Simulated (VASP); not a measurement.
# LiC3 (P6/mmm) in VASP: notebook, part 2 of 2

VASP 6.6.1.

### Step 4. Relaxation of cell and atoms, PBE

This run uses another cell than the first one, of 7.49 Å³/atom, 0.994 times its volume.

INCAR

```
PREC = Accurate
ENCUT = 600
EDIFF = 1E-6
ISMEAR = 0
SIGMA = 0.1
LREAL = F
LASPH = T
NELM = 100
ALGO = Normal
ISIF = 3
LWAVE = F
LCHARG = F
GGA = PE
IBRION = 2
NSW = 100
EDIFFG = -0.01
```

KPOINTS

```
regular mesh
0
Gamma
  12 12 10
```

POSCAR

```
LiC3
1.0
    4.3962886014      0.0000000000      0.0000000000
   -2.1981443007      3.8072976112      0.0000000000
    0.0000000000      0.0000000000      3.5784620339
Li C
2 6
Direct
    0.3333333333      0.6666666667      0.5000000000
    0.6666666667      0.3333333333      0.5000000000
    0.3323917238      0.3323917238      0.0000000000
    0.0000000000      0.6676082762      0.0000000000
    0.6676082762      0.0000000000      0.0000000000
    0.0000000000      0.3323917238      0.0000000000
    0.6676082762      0.6676082762      0.0000000000
    0.3323917238      0.0000000000      0.0000000000
```

The run is started by

```sh
> cat potpaw_PBE.64/Li_sv/POTCAR potpaw_PBE.64/C/POTCAR > POTCAR
> mpirun -np 1 vasp_std > vasp.out
```

It took 2.3 min on 1 thread of Intel Xeon 6975P-C (Granite Rapids), shared host; peak memory 0.26 GiB.

It converged, with:

```yaml
Free_energy: -58.6658 eV
Relaxed_volume: 7.50 Å³/atom
Relaxed_cell: a = 4.393 Å, b = 4.393 Å, c = 3.591 Å, α = 90.00°, β = 90.00°, γ = 120.00°
Space_group_after_relaxing_to_0.05_Å: P6/mmm (No. 191)
Energy_gained_by_relaxing: 0.1 meV/atom
Ionic_steps: 4
Pressure_after_relaxing: 0.2 GPa
Largest_force_after_relaxing: 0.008 eV/Å
Band_gap_on_the_k_mesh: zero (band 15 reaches 10.10 eV, above the bottom of band 16 at 4.71 eV)
```

Forces on the atoms (eV/Å):
```
Li   0.000  0.000  0.000
Li   0.000  0.000  0.000
C   -0.004 -0.007  0.000
C   -0.004  0.007  0.000
C    0.008  0.000  0.000
C    0.004 -0.007  0.000
C    0.004  0.007  0.000
C   -0.008  0.000  0.000
```

The path:
```tsv
step	energy change (eV)	largest force (eV/Å)	pressure (GPa)	volume (Å³)
1	0.0000	0.0001	-0.09	59.90
2	-0.0004	0.0046	0.64	59.86
3	-0.0004	0.0036	0.46	59.87
4	-0.0008	0.0078	0.17	60.03
```

Final structure:
```xyz
8
Lattice="4.3935 0.0000 0.0000 -2.1967 3.8049 0.0000 0.0000 0.0000 3.5910" Properties=species:S:1:pos:R:3 pbc="T T T"
Li    0.0000    2.5366    1.7955
Li    2.1967    1.2683    1.7955
C     0.7303    1.2648    0.0000
C    -1.4665    2.5400    0.0000
C     2.9330    0.0000    0.0000
C    -0.7303    1.2648    0.0000
C     1.4665    2.5400    0.0000
C     1.4605    0.0000    3.5910
```

Levels at points of the mesh, in eV from the Fermi level:
```
           k point  band 12  band 13  band 14  band 15  band 16  band 17  band 18  band 19
(0.00, 0.00, 0.00)    -4.75    -1.95    -1.95    -1.67    -1.67     1.02     4.93     4.93
(0.50, 0.00, 0.00)    -7.08    -6.71    -4.02    -0.35     1.69     2.88     3.75     4.11
(0.00, 0.00, 0.50)    -4.71    -3.89    -3.89    -3.13    -3.13     5.88     5.88     6.12
(0.50, 0.00, 0.50)    -7.97    -7.81    -5.86    -1.41     2.93     2.98     4.39     6.93
```

Caveat: the cutoff is under 1.25 times the usual one of these potentials, so pressure, stress and relaxed cells hold a basis-set (Pulay) error.

### Step 5. Single point, PBE

This run uses another cell than the first one, of 4.86 Å³/atom, 0.645 times its volume.

INCAR

```
SYSTEM = LiC3
PREC = Accurate ; ENCUT = 520
EDIFF = 1E-6 ; ISMEAR = 0
SIGMA = 0.1 ; LREAL = .False.
LASPH = .True. ; NELM = 100
ALGO = Normal ; ISIF = 2
LWAVE = .False. ; LCHARG = .True.
GGA = PE ; LELF = .True.
LVHAR = .True. ; NBANDS = 25
```

KPOINTS

```
regular mesh
0
Gamma
  6 6 8
  0 0 0
```

POSCAR

```
LiC3
1.0
    4.2539479900      0.0000000000      0.0000000000
   -2.1269739900      3.6840270200      0.0000000000
    0.0000000000      0.0000000000      2.4809523900
Li C
2 6
Direct
    0.3333333300      0.6666666700      0.5000000000
    0.6666666700      0.3333333300      0.5000000000
    0.3333333300      0.3333333300      0.0000000000
    0.0000000000      0.6666666700      0.0000000000
    0.6666666700      0.0000000000      0.0000000000
    0.0000000000      0.3333333300      0.0000000000
    0.6666666700      0.6666666700      0.0000000000
    0.3333333300      0.0000000000      0.0000000000
```

The run is started by

```sh
> cat potpaw_PBE.64/Li_sv/POTCAR potpaw_PBE.64/C/POTCAR > POTCAR
> mpirun -np 1 vasp_std > vasp.out
```

It took 17 s on 1 thread of Intel Xeon 6975P-C (Granite Rapids), shared host; peak memory 0.15 GiB.

It converged, with:

```yaml
Free_energy: -52.2057 eV
Largest_force: 1.222 eV/Å
Band_gap_on_the_k_mesh: zero (band 15 reaches 15.93 eV, above the bottom of band 16 at 7.30 eV)
```

Forces in eV/Å, atoms in the order of the input:
```
Li   0.000  0.000  0.000
Li   0.000  0.000  0.000
C   -0.611 -1.059  0.000
C   -0.611  1.059  0.000
C    1.222  0.000  0.000
C    0.611 -1.059  0.000
C    0.611  1.059  0.000
C   -1.222  0.000  0.000
```

Levels at points of the mesh, in eV from the Fermi level:
| k point | band 12 | band 13 | band 14 | band 15 | band 16 | band 17 | band 18 | band 19 |
| --- | --- | --- | --- | --- | --- | --- | --- | --- |
| (0.00, 0.00, 0.00) | -5.64 | 0.50 | 0.50 | 0.99 | 0.99 | 4.33 | 4.33 | 7.25 |
| (0.50, 0.00, 0.00) | -4.56 | -4.08 | -1.52 | 2.56 | 3.47 | 5.48 | 5.68 | 6.62 |
| (0.00, 0.00, 0.50) | -6.84 | -5.66 | -5.66 | -5.03 | -5.03 | 5.97 | 5.97 | 7.31 |
| (0.50, 0.00, 0.50) | -8.84 | -8.73 | -8.24 | -3.03 | 0.92 | 1.05 | 5.22 | 7.00 |

Caveat: the cutoff is under 1.25 times the usual one of these potentials, so pressure, stress and relaxed cells hold a basis-set (Pulay) error; forces of over 1 eV/Å act on the atoms, so gaps and moduli don't describe the material at rest.

### Step 6. Single point, PBE

INCAR

```
SYSTEM = LiC3
  PREC = Accurate
  ENCUT = 520
  EDIFF = 1E-6
  ISMEAR = 0
  SIGMA = 0.2
  LREAL = .FALSE.
  LASPH = .TRUE.
  NELM = 60
  ALGO = Normal
  ISIF = 2
  LWAVE = .FALSE.
  LCHARG = .FALSE.
  GGA = PE
  NBANDS = 25
```

KPOINTS

```
regular mesh
0
G
  6 6 6
  0 0 0
```

POSCAR

```
LiC3
1.0
    0.0000000000      0.0000000000      3.6027897076
    4.3942962154      0.0000000000      0.0000000000
   -2.1971481077      3.8055721543      0.0000000000
Li C
2 6
Direct
    0.5000000000      0.3333333333      0.6666666667
    0.5000000000      0.6666666667      0.3333333333
    0.0000000000      0.3324143851      0.3324143851
    1.0000000000      1.0000000000      0.6675856149
    0.0000000000      0.6675856149      0.0000000000
    0.0000000000      1.0000000000      0.3324143851
    1.0000000000      0.6675856149      0.6675856149
    0.0000000000      0.3324143851      0.0000000000
```

Potentials or basis: VASP PAW PBE potentials, release 64 (Li_sv, C).

The run is started by

```sh
> cat potpaw_PBE.64/Li_sv/POTCAR potpaw_PBE.64/C/POTCAR > POTCAR
> mpirun -np 1 vasp_std > vasp.out
```

Run time: 29 s. Hardware: 1 thread of Intel Xeon 6975P-C (Granite Rapids), shared host; peak memory 0.18 GiB.

It converged, with:

| Item | Value |
| --- | --- |
| Free energy | -58.6532 eV |
| Largest force | 0.017 eV/Å |
| Band gap on the k mesh | zero (band 15 reaches 10.15 eV, above the bottom of band 16 at 4.69 eV) |

Forces in eV/Å, atoms in the order of the input:
```
Li   0.000  0.000  0.000
Li   0.000  0.000  0.000
C    0.009  0.015  0.000
C    0.009 -0.015  0.000
C   -0.017  0.000  0.000
C   -0.009  0.015  0.000
C   -0.009 -0.015  0.000
C    0.017  0.000  0.000
```

Levels at points of the mesh, in eV from the Fermi level:
```tsv
k point	band 11	band 12	band 13	band 14	band 15	band 16	band 17	band 18	band 19	band 20
(0.00, 0.00, 0.00)	-4.76	-4.76	-1.97	-1.97	-1.69	-1.69	0.97	4.89	4.89	5.54
(0.50, 0.00, 0.00)	-4.73	-4.73	-3.88	-3.88	-3.13	-3.13	5.86	5.86	6.06	7.59
(0.00, 0.50, 0.00)	-7.85	-7.09	-6.73	-4.04	-0.37	1.64	2.83	3.71	4.09	4.11
(0.50, 0.50, 0.00)	-8.07	-7.98	-7.82	-5.86	-1.41	2.93	2.98	4.37	6.92	7.11
```

Caveat: the cutoff is under 1.25 times the usual one of these potentials, so pressure, stress and relaxed cells hold a basis-set (Pulay) error.

### Step 7. The runs side by side

| task | cell | k mesh | cutoff (eV) | smearing | gap on the mesh (eV) | largest force (eV/Å) |
| --- | --- | --- | --- | --- | --- | --- |
| single point | a = 4.394, b = 4.394, c = 3.603 Å, angles 90.0, 90.0, 120.0°, 8 atoms | 12 × 12 × 10 | 520 | gaussian 0.1 eV | none | - |
| relaxation of cell and atoms | relaxed from a = 4.396, b = 4.396, c = 3.578 Å, angles 90.0, 90.0, 120.0°, 8 atoms | 12 × 12 × 10 | 600 | gaussian 0.1 eV | none | 0.01 |
| single point | a = 4.254, b = 4.254, c = 2.481 Å, angles 90.0, 90.0, 120.0°, 8 atoms | 6 × 6 × 8 | 520 | gaussian 0.1 eV | none | 1.22 |
| single point | a = 3.603, b = 4.394, c = 4.394 Å, angles 120.0, 90.0, 90.0°, 8 atoms | 6 × 6 × 6 | 520 | gaussian 0.2 eV | none | 0.02 |

Alike in all rows: level PBE; potentials or basis VASP PAW PBE potentials, release 64 (Li_sv, C); no spin polarisation.

Caveats: the cutoff is under 1.25 times the usual one of these potentials, so pressure, stress and relaxed cells hold a basis-set (Pulay) error; forces of over 1 eV/Å act on the atoms, so gaps and moduli don't describe the material at rest (some runs).

Total energies depend on the potentials used, so only differences within one code and one set of settings carry meaning.
